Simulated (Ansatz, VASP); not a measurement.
FePb in VASP and in Ansatz

The input INCAR:

```
SYSTEM = FePb
  ALGO = Normal
  EDIFF = 1E-6
  EDIFFG = -0.04
  ENCUT = 600
  GGA = PE
  IBRION = 2
  ISIF = 3
  ISMEAR = 0
  ISPIN = 2
  LASPH = .True.
  LCHARG = .False.
  LMAXMIX = 4
  LORBIT = 11
  LREAL = .False.
  LWAVE = .False.
  MAGMOM = 2.62 0
  NELM = 150
  NSW = 90
  PREC = Accurate
  SIGMA = 0.1
```

The input KPOINTS:

```
k-points
0
Gamma
  6 6 6
  0 0 0
```

The input POSCAR:

```
FePb
1.0
    0.0000000000      2.8565206703      2.8565206703
    2.8565206703      0.0000000000      2.8565206703
    2.8565206703      2.8565206703      0.0000000000
Fe Pb
1 1
Direct
    0.0000000000      0.0000000000      0.0000000000
    0.7500000000      0.7500000000      0.7500000000
```

Input for Ansatz:

```yaml
crystal:
  lattice:
    - [0.0, 2.8565206703, 2.8565206703]
    - [2.8565206703, 0.0, 2.8565206703]
    - [2.8565206703, 2.8565206703, 0.0]
  atoms:
    - { symbol: Fe, position: [0.0, 0.0, 0.0], spin: 2.62 }
    - { symbol: Pb, position: [0.75, 0.75, 0.75] }
basis:
  ecutwfc: 420
kpoints:
  mp_grid: { grid: [6, 6, 6] }
hamiltonian:
  xc: pbe
scf:
  occupations: { method: gaussian, width: 0.1 }
  lower_state_search: "off"
output:
  forces: true
  stress: true
  eigenvalues: true
  populations: true
magnetization:
  spin_polarized: true
relax:
  adjacent_minimum: "off"
  f_tol: 0.04
  max_steps: 70
  cell: { stress_tol: 0.4 }
```

Alike in both runs: task relaxation of cell and atoms; functional PBE; k mesh 6 × 6 × 6; occupations gaussian, width 0.1 eV; collinear spin.

|  | VASP | Ansatz |
| --- | --- | --- |
| version | VASP 6.6.1 | Ansatz 0.2.0 |
| potentials or method | VASP PAW PBE potentials, release 64 (Fe, Pb_d), cutoff 600 eV | scalar-relativistic, plane waves, PAW |
| valence electrons in the cell | 22 | 30 |

|  | VASP | Ansatz | Ansatz less VASP |
| --- | --- | --- | --- |
| gap on the k mesh at the Fermi level, each at its own relaxed structure (eV) | none | none | - |
| net moment per atom (μB) | 1.41 | 1.41 | +0.002 |
| size of the moment on the site where the two differ most (μB) | 0.13 | 0.07 | -0.060 |
| relaxed volume (Å³/atom) | 29.39 | 29.31 | -0.085 |
| relaxed cell length with the largest relative difference (Å) | 4.364 | 4.360 | -0.0042 |

Site moments also hang on the region over which each program counts them. A gap of «none» marks a metal or a gap that the smearing closes. VASP's potentials hold 22 valence electrons a cell and Ansatz's 30, so a difference there can come from the potentials and not from the codes.

Spin-orbit coupling is off throughout. Noted on VASP's run: the volume moved by over 15 % at a fixed basis, so the end points are rough.
